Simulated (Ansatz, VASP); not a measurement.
MgO: VASP beside Ansatz

File INCAR:

```
SYSTEM = MgO
PREC     = Accurate       ! precision mode
ENCUT    = 520            ! plane-wave cutoff, eV
EDIFF    = 1E-6           ! SCF threshold, eV
ISMEAR   = 0              ! smearing method
SIGMA    = 0.05           ! smearing width, eV
LREAL    = .FALSE.        ! projectors in reciprocal space
LASPH    = .TRUE.         ! aspherical terms in the spheres
NELM     = 80             ! most SCF steps
ALGO     = Normal         ! electronic algorithm
ISIF     = 2              ! what is computed and relaxed
LWAVE    = .FALSE.        ! write WAVECAR
LCHARG   = .TRUE.         ! write CHGCAR
GGA      = PE             ! functional
LELF     = .TRUE.         ! ELF
LVHAR    = .TRUE.       
NBANDS   = 16             ! bands
```

The input KPOINTS:

```
Automatic mesh
0
G
  9 9 6
  0 0 0
```

POSCAR

```
MgO
1.0
    3.6270000000      0.0000000000      0.0000000000
   -1.8135000000      3.1410741395      0.0000000000
    0.0000000000      0.0000000000      4.3666000000
Mg O
2 2
Direct
    0.6666666667      0.3333333333      0.7500000000
    0.3333333333      0.6666666667      0.2500000000
    0.6666666667      0.3333333333      0.2500000000
    0.3333333333      0.6666666667      0.7500000000
```

Input for Ansatz:

```yaml
crystal:
  lattice:
    - [3.627, 0.0, 0.0]
    - [-1.8135, 3.1410741395, 0.0]
    - [0.0, 0.0, 4.3666]
  atoms:
    - { symbol: Mg, position: [0.6666666667, 0.3333333333, 0.75] }
    - { symbol: Mg, position: [0.3333333333, 0.6666666667, 0.25] }
    - { symbol: O, position: [0.6666666667, 0.3333333333, 0.25] }
    - { symbol: O, position: [0.3333333333, 0.6666666667, 0.75] }
basis:
  ecutwfc: 520.0
kpoints:
  mp_grid: { grid: [9, 9, 6] }
hamiltonian:
  xc: pbe
  pseudopotentials: { kind: paw, azcp: { folder: soft_1 } }
scf:
  occupations: { method: gaussian, width: 0.05 }
output:
  forces: true
  stress: true
  eigenvalues: true
```

Alike in both runs: task single point; functional PBE; k mesh 9 × 9 × 6; occupations gaussian, width 0.05 eV; no spin polarisation.

|  | VASP | Ansatz |
| --- | --- | --- |
| version | VASP 6.6.1 | Ansatz 0.2.0 |
| potentials or method | VASP PAW PBE potentials, release 64 (Mg, O), cutoff 520 eV | scalar-relativistic, plane waves, PAW |
| valence electrons in the cell | 16 | 32 |

Ansatz gave:

* gap on the k mesh at the Fermi level (eV): 2.84
* least direct gap on the mesh (eV): 2.84
* pressure (GPa): -9.2
* traceless stress, the component that is largest in VASP (GPa): -0.31

Task: Estimate VASP's values.

Result: gap on the k mesh at the Fermi level (eV): 2.82; least direct gap on the mesh (eV): 2.82; pressure (GPa): -9.8; traceless stress, the component that is largest in VASP (GPa): -0.38.

VASP's potentials hold 16 valence electrons a cell and Ansatz's 32, so a difference there can come from the potentials and not from the codes.
